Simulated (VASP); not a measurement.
# SnS2: single point with LDA

The system is SnS2.

```xyz
3
Lattice="3.6338 0.0000 0.0000 -1.8169 3.1469 0.0000 0.0000 0.0000 5.7024" Properties=species:S:1:pos:R:3 pbc="T T T"
Sn    0.0000    0.0000    0.0000
S     0.0000    2.0980    1.4658
S     1.8169    1.0490    4.2366
```

| Property | Result |
| --- | --- |
| Program | VASP 6.6.1 |
| Task | single point |
| Functional | LDA |
| Potentials or basis | VASP PAW LDA potentials, release 64 (Sn_d, S) |
| Cutoff | 500 eV |
| k mesh | 6 × 6 × 4 |
| Occupations | gaussian, width 0.01 eV |
| Spin | no spin polarisation |
| Dipole correction | no |
| Further INCAR settings | ALGO = Normal; EDIFF = 1e-06; NBANDS = 20 |

```yaml
Pressure: 0.0 GPa
Band_gap_on_the_k_mesh: 1.17 eV (least direct gap 1.62 eV)
```

Levels at points of the mesh, in eV from the valence-band top:
| k point | band 10 | band 11 | band 12 | band 13 | band 14 | band 15 | band 16 | band 17 |
| --- | --- | --- | --- | --- | --- | --- | --- | --- |
| (0.00, 0.00, 0.00) | -0.84 | -0.58 | -0.58 | 0.00 | 1.62 | 3.27 | 5.17 | 5.17 |
| (0.50, 0.00, 0.00) | -3.13 | -2.84 | -1.41 | -0.42 | 1.52 | 4.11 | 5.49 | 5.72 |
| (0.00, 0.00, 0.50) | -0.96 | -0.96 | -0.38 | -0.38 | 2.96 | 3.38 | 4.81 | 4.81 |
| (0.50, 0.00, 0.50) | -2.61 | -1.95 | -0.99 | -0.92 | 1.27 | 4.32 | 5.16 | 6.18 |

Run time: 16 s on 1 thread of Intel(R) Xeon(R) Platinum 8559C (Emerald Rapids), with other jobs on the host, peak memory 0.16 GiB.

Caveat: spin-orbit coupling is left out, which moves the levels of the heavy elements. A k mesh can miss the band edges.
